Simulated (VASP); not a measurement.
# Ta2Bi2O (P6/mmm) in VASP: single point with PBE

Aim: the single point of Ta2Bi2O with PBE.

All numbers are computed with VASP 6.6.1; they aren't measurements. Logs are shortened: lines on timing, memory, paths and dates and some standing lists are left out, and cuts for length are marked.

**1. The cell of the first run**

The structure is hexagonal, space group P6/mmm (No. 191). The conventional cell has a = 5.257 Å, b = 5.257 Å, c = 6.441 Å, α = 90.00°, β = 90.00°, γ = 120.00°. Ta (site symmetry 6mm) has 1 O at 1.91 Å within 2.5 Å. Bi (site symmetry -6m2) has 3 Bi at 3.04 Å and 6 Ta at 3.31 Å within 4.0 Å. Within 2.5 Å of O (site symmetry 6/mmm) lie 2 Ta at 1.91 Å.

The cell was built from a structure type or drawn by symmetry, and may not be a known phase.

**2. Single point, PBE**

File INCAR:

```
  PREC = Accurate
  ENCUT = 520
  EDIFF = 1E-6
  ISMEAR = 0
  SIGMA = 0.1
  LREAL = F
  LASPH = T
  NELM = 60
  ALGO = Normal
  ISIF = 2
  LWAVE = F
  LCHARG = T
  GGA = PE
  LELF = T
  LVHAR = T
  NBANDS = 37
```

File KPOINTS:

```
regular mesh
0
Gamma
  6 6 2
```

File POSCAR:

```
Ta2Bi2O
1.0
    5.2573053432      0.0000000000      0.0000000000
   -2.6286526716      4.5529599827      0.0000000000
    0.0000000000      0.0000000000      6.4410057926
Ta Bi O
2 2 1
Direct
    0.0000000000      0.0000000000      0.2493467665
    0.0000000000      0.0000000000     -0.1573437242
    0.3333333333      0.6666666667      1.0460167010
    0.6666666667      0.3333333333      1.0460167010
    0.0000000000      0.0000000000      0.5460144858
```

Potentials or basis: VASP PAW PBE potentials, release 64 (Ta_pv, Bi_d, O).

Started as:

```sh
$ cat potpaw_PBE.64/Ta_pv/POTCAR potpaw_PBE.64/Bi_d/POTCAR potpaw_PBE.64/O/POTCAR > POTCAR
$ mpirun -np 1 vasp_std > vasp.out
```

OUTCAR:

```text
PREC = Accurate
   ENCUT = 520
   EDIFF = 1E-6
   ISMEAR = 0
   LREAL = F
   LASPH = T
   NELM = 60
   ISIF = 2
   GGA = PE

 ion  position               nearest neighbor table
   1  0.000  0.000  0.249-   5 1.91   2 2.62   4 3.31   3 3.31   4 3.31   3 3.31   4 3.31   3 3.31

   2  0.000  0.000  0.843-   5 1.91   1 2.62   4 3.31   3 3.31   4 3.31   3 3.31   4 3.31   3 3.31

   3  0.333  0.667  0.046-   4 3.04   4 3.04   4 3.04   1 3.31   1 3.31   1 3.31   2 3.31   2 3.31
                             2 3.31
   4  0.667  0.333  0.046-   3 3.04   3 3.04   3 3.04   1 3.31   1 3.31   1 3.31   2 3.31   2 3.31
                             2 3.31
   5  0.000  0.000  0.546-   2 1.91   1 1.91

  LATTYP: Found a hexagonal cell.
 ALAT       =     5.2573053432
 C/A-ratio  =     1.2251534526

  Lattice vectors:

 A1 = (   5.2573053432,   0.0000000000,   0.0000000000)
 A2 = (  -2.6286526716,   4.5529599827,   0.0000000000)
 A3 = (   0.0000000000,   0.0000000000,   6.4410057926)

Analysis of symmetry for initial positions (statically):
=====================================================================
 Subroutine PRICEL returns:
 Original cell was already a primitive cell.

 Routine SETGRP: Setting up the symmetry group for a
 hexagonal supercell.

 Subroutine GETGRP returns: Found 12 space group operations
 (whereof 12 operations were pure point group operations)
 out of a pool of 24 trial point group operations.

The static configuration has the point symmetry C_6v.

Analysis of symmetry for dynamics (positions and initial velocities):
=====================================================================
 Subroutine PRICEL returns:
 Original cell was already a primitive cell.

 Routine SETGRP: Setting up the symmetry group for a
 hexagonal supercell.

 Subroutine GETGRP returns: Found 12 space group operations
 (whereof 12 operations were pure point group operations)
 out of a pool of 24 trial point group operations.

The dynamic configuration has the point symmetry C_6v.

 Subroutine INISYM returns: Found 12 space group operations
 (whereof 12 operations are pure point group operations),
 and found     1 'primitive' translations

----------------------------------------------------------------------------------------

                                     Primitive cell

  volume of cell :     154.1739

  direct lattice vectors                    reciprocal lattice vectors
     5.257305343  0.000000000  0.000000000     0.190211512  0.109818668  0.000000000
    -2.628652672  4.552959983  0.000000000     0.000000000  0.219637336  0.000000000
     0.000000000  0.000000000  6.441005793     0.000000000  0.000000000  0.155255255

  length of vectors
     5.257305343  5.257305343  6.441005793     0.219637336  0.219637336  0.155255255

  position of ions in fractional coordinates (direct lattice)
     0.000000000  0.000000000  0.249346766
     0.000000000  0.000000000  0.842656276
     0.333333333  0.666666667  0.046016701
     0.666666667  0.333333333  0.046016701
     0.000000000  0.000000000  0.546014486

  ion indices of the primitive-cell ions
   primitive index   ion index
                 1           1
                 2           2
                 3           3
                 4           4
                 5           5

----------------------------------------------------------------------------------------

 KPOINTS: regular mesh

Automatic generation of k-mesh.
 Grid dimensions read from file:
 generate k-points for:    6    6    2

 Generating k-lattice:

  Cartesian coordinates                     Fractional coordinates (reciprocal lattice)
     0.031701919  0.018303111  0.000000000     0.166666667  0.000000000  0.000000000
     0.000000000  0.036606223  0.000000000     0.000000000  0.166666667  0.000000000
     0.000000000  0.000000000  0.077627628     0.000000000  0.000000000  0.500000000

  Length of vectors
     0.036606223  0.036606223  0.077627628

  Shift w.r.t. Gamma in fractional coordinates (k-lattice)
     0.000000000  0.000000000  0.000000000

 Subroutine IBZKPT returns following result:
 ===========================================

 Found     14 irreducible k-points:

 Following reciprocal coordinates:
            Coordinates               Weight
  0.000000  0.000000  0.000000      1.000000
  0.166667  0.000000  0.000000      6.000000
  0.333333  0.000000  0.000000      6.000000
  0.500000  0.000000  0.000000      3.000000
  0.166667  0.166667  0.000000      6.000000
  0.333333  0.166667  0.000000     12.000000
  0.333333  0.333333  0.000000      2.000000
  0.000000  0.000000  0.500000      1.000000
  0.166667  0.000000  0.500000      6.000000
  0.333333  0.000000  0.500000      6.000000
  0.500000  0.000000  0.500000      3.000000
  0.166667  0.166667  0.500000      6.000000
  0.333333  0.166667  0.500000     12.000000
  0.333333  0.333333  0.500000      2.000000
   k-points           NKPTS =     14   k-points in BZ     NKDIM =     14   number of bands    NBANDS=     37
   number of dos      NEDOS =    301   number of ions     NIONS =      5
   total plane-waves  NPLWV =  76800
   dimension x,y,z NGX =    40 NGY =   40 NGZ =   48
   dimension x,y,z NGXF=    80 NGYF=   80 NGZF=   96
   ions per type =               2   2   1
   NGX,Y,Z   is equivalent  to a cutoff of  12.65, 12.65, 12.39 a.u.
   NGXF,Y,Z  is equivalent  to a cutoff of  25.30, 25.30, 24.78 a.u.
 SYSTEM =  unknown system
   PREC   = accura    normal or accurate (medium, high low for compatibility)
   ISTART =      0    job   : 0-new  1-cont  2-samecut
   ICHARG =      2    charge: 1-file 2-atom 10-const
   ISPIN  =      1    spin polarized calculation?
   LNONCOLLINEAR =      F non collinear calculations
   LSORBIT =      F    spin-orbit coupling
   LASPH  =      T    aspherical Exc in radial PAW
   ENCUT  =  520.0 eV  38.22 Ry    6.18 a.u.   9.78  9.78 11.98*2*pi/ulx,y,z
   NELM   =     60;   NELMIN=  2; NELMDL= -5     # of ELM steps
   EDIFF  = 0.1E-05   stopping-criterion for ELM
   LREAL  =      F    real-space projection
   EDIFFG = 0.1E-04   stopping-criterion for IOM
   NSW    =      0    number of steps for IOM
   IBRION =     -1    ionic relax: 0-MD 1-quasi-New 2-CG
   NFREE  =      0    steps in history (QN), initial steepest desc. (CG)
   ISIF   =      2    stress and relaxation
   ISYM   =      2    0-nonsym 1-usesym 2-fastsym
   POTIM  = 0.5000    time-step for ionic-motion
   TEBEG  =    0.0;   TEEND  =   0.0 temperature during run
   PSTRESS=    0.0 pullay stress
   NELECT =      58.0000    total number of electrons
   NUPDOWN=      -1.0000    fix difference up-down
   EMIN   =  10.00;   EMAX   =-10.00  energy-range for DOS
   EFERMI =   0.00;   METHOD = LEGACY
   ISMEAR =     0;   SIGMA  =   0.10  broadening in eV -4-tet -1-fermi 0-gaus
   EFERMI_NEDOS =   21; number of points for ismear=-14 and -15
   IALGO  =     38    algorithm
   IMIX   =      4    mixing-type and parameters
     AMIX     =   0.40;   BMIX     =  1.00
     AMIX_MAG =   1.60;   BMIX_MAG =  1.00
  volume/ion in A,a.u.               =      30.83       208.08
  Fermi-wavevector in a.u.,A,eV,Ry     =   1.181809  2.233295 19.002880  1.396672
  Thomas-Fermi vector in A             =   2.318075
   LORBIT       =      0    0 simple, 1 ext, 2 COOP (PROOUT), +10 PAW based schemes
   GGA     = PE    functional components
   LHFCALC =     F    Hartree Fock is set to
   AEXX    =    0.0000 exact exchange contribution
   IVDW    =     0    specifies the selected vdW correction
   LEPSILON=     F    determine dielectric tensor
   LRPA    =     F    only Hartree local field effects (RPA)
 non-spin polarized calculation
 Gauss-broadening in eV      SIGMA  =   0.10
  energy-cutoff  :      520.00
  volume of cell :      154.17
 maximum number of plane-waves:      4182
 NGX is ok and might be reduce to    40
   NGX = 19   NGY = 19   NGZ = 23

 number of electron      57.9999990 magnetization

 Free energy of the ion-electron system (eV)
  ---------------------------------------------------
  ext. energy  EPLUGINS =         0.00000000
  ---------------------------------------------------
  free energy    TOTEN  =       -34.69087143 eV

  energy without entropy =      -34.66617265  energy(sigma->0) =      -34.67852204

 E-fermi :   3.9595     XC(G=0):  -8.8282

 val. band max:        3.9514344779   @ k =   0.0000   0.0000   0.5000
 cond. band min:       3.9778043416   @ k =   0.5000   0.0000   0.0000
 fundamental gap:      0.0263698638
 Fermi energy:         3.9595175260

 k-point     1 :       0.0000    0.0000    0.0000
  band No.  band energies     occupation
      1     -31.9436      2.00000
      2     -31.5181      2.00000
      3     -31.5181      2.00000
      4     -31.4153      2.00000
      5     -31.4153      2.00000
      6     -31.0549      2.00000
[... 29 lines left out ...]
     36       6.0069      0.00000
     37       7.0003      0.00000

 k-point     2 :       0.1667    0.0000    0.0000
  band No.  band energies     occupation
      1     -31.9436      2.00000
      2     -31.5183      2.00000
      3     -31.5181      2.00000
      4     -31.4154      2.00000
      5     -31.4153      2.00000
      6     -31.0549      2.00000
[... 29 lines left out ...]
     36       5.9145      0.00000
     37       6.6183      0.00000

 k-point     3 :       0.3333    0.0000    0.0000
  band No.  band energies     occupation
      1     -31.9434      2.00000
      2     -31.5188      2.00000
      3     -31.5181      2.00000
      4     -31.4156      2.00000
      5     -31.4154      2.00000
      6     -31.0549      2.00000
[... 29 lines left out ...]
     36       5.8344      0.00000
     37       6.9349      0.00000

 k-point     4 :       0.5000    0.0000    0.0000
  band No.  band energies     occupation
      1     -31.9434      2.00000
      2     -31.5190      2.00000
      3     -31.5181      2.00000
      4     -31.4157      2.00000
      5     -31.4155      2.00000
      6     -31.0549      2.00000
[... 29 lines left out ...]
     36       6.2631      0.00000
     37       6.9062      0.00000
[... 283 lines left out ...]
      1     -31.8558      2.00000
      2     -31.5151      2.00000
      3     -31.5147      2.00000
      4     -31.4191      2.00000
      5     -31.4190      2.00000
      6     -31.1606      2.00000
[... 29 lines left out ...]
     36       7.4285      0.00000
     37       7.6589      0.00000

 k-point    13 :       0.3333    0.1667    0.5000
  band No.  band energies     occupation
      1     -31.8557      2.00000
      2     -31.5154      2.00000
      3     -31.5148      2.00000
      4     -31.4192      2.00000
      5     -31.4191      2.00000
      6     -31.1606      2.00000
[... 29 lines left out ...]
     36       7.4074      0.00000
     37       7.5833      0.00000

 k-point    14 :       0.3333    0.3333    0.5000
  band No.  band energies     occupation
      1     -31.8557      2.00000
      2     -31.5152      2.00000
      3     -31.5152      2.00000
      4     -31.4192      2.00000
      5     -31.4192      2.00000
      6     -31.1606      2.00000
[... 29 lines left out ...]
     36       6.0854      0.00000
     37       7.4775      0.00000

------------------------ aborting loop because EDIFF is reached ----------------------------------------

  FORCE on cell =-STRESS in cart. coord.  units (eV):
  Direction    XX          YY          ZZ          XY          YZ          ZX
  --------------------------------------------------------------------------------------
  -------------------------------------------------------------------------------------
  Total       -0.0181597     -0.0181597      0.3204293      0.0000000      0.0000000      0.0000000
  in kB       -0.1887158     -0.1887158      3.3299069      0.0000000      0.0000000      0.0000000
  external PRESSURE =       0.9841584 kB  Pullay stress =       0.0000000 kB

 VOLUME and BASIS-vectors are now :
 -----------------------------------------------------------------------------
  energy-cutoff  :      520.00
  volume of cell :      154.17
      direct lattice vectors                 reciprocal lattice vectors
     5.257305343  0.000000000  0.000000000     0.190211512  0.109818668  0.000000000
    -2.628652672  4.552959983  0.000000000     0.000000000  0.219637336  0.000000000
     0.000000000  0.000000000  6.441005793     0.000000000  0.000000000  0.155255255

 POSITION                                       TOTAL-FORCE (eV/Angst)
 -----------------------------------------------------------------------------------
      0.00000      0.00000      1.60604        -0.000000     -0.000000     -0.076540
      0.00000      0.00000      5.42755        -0.000000      0.000000      0.079294
     -0.00000      3.03531      0.29639         0.000000     -0.000000     -0.000328
      2.62865      1.51765      0.29639        -0.000000      0.000000     -0.000328
      0.00000      0.00000      3.51688        -0.000000      0.000000     -0.002098
 -----------------------------------------------------------------------------------
    total drift:                               -0.000000     -0.000000      0.000097

  FREE ENERGIE OF THE ION-ELECTRON SYSTEM (eV)
  ---------------------------------------------------
  free  energy   TOTEN  =       -34.6908714298 eV

  energy  without entropy=      -34.6661726513  energy(sigma->0) =      -34.67852204
```

It took 42 s on 1 thread of Intel Xeon 6975P-C (Granite Rapids), shared host; peak memory 0.3 GiB.

Results:

```
Free energy            : -34.6909 eV
Pressure               : 0.1 GPa
Largest force          : 0.079 eV/Å
Band gap on the k mesh : zero (bands 29 and 30 overlap by 0.18 eV)
```

Forces in eV/Å, atoms in the order of the input:
```
Ta   0.000  0.000 -0.077
Ta   0.000  0.000  0.079
Bi   0.000  0.000  0.000
Bi   0.000  0.000  0.000
O    0.000  0.000 -0.002
```

Levels at points of the mesh, in eV from the Fermi level:
```
           k point  band 27  band 28  band 29  band 30  band 31  band 32
(0.00, 0.00, 0.00)    -2.01    -0.85    -0.45     0.14     0.14     1.36
(0.50, 0.00, 0.00)    -1.07    -0.50     0.02     0.11     0.36     0.56
(0.00, 0.00, 0.50)    -2.54    -0.01    -0.01     0.21     1.13     1.21
(0.50, 0.00, 0.50)    -1.05    -1.03    -0.19    -0.12     0.48     0.50
```

Caveat: the k points lie up to 0.49 Å⁻¹ apart; spin-orbit coupling is left out, which moves the levels of the heavy elements.
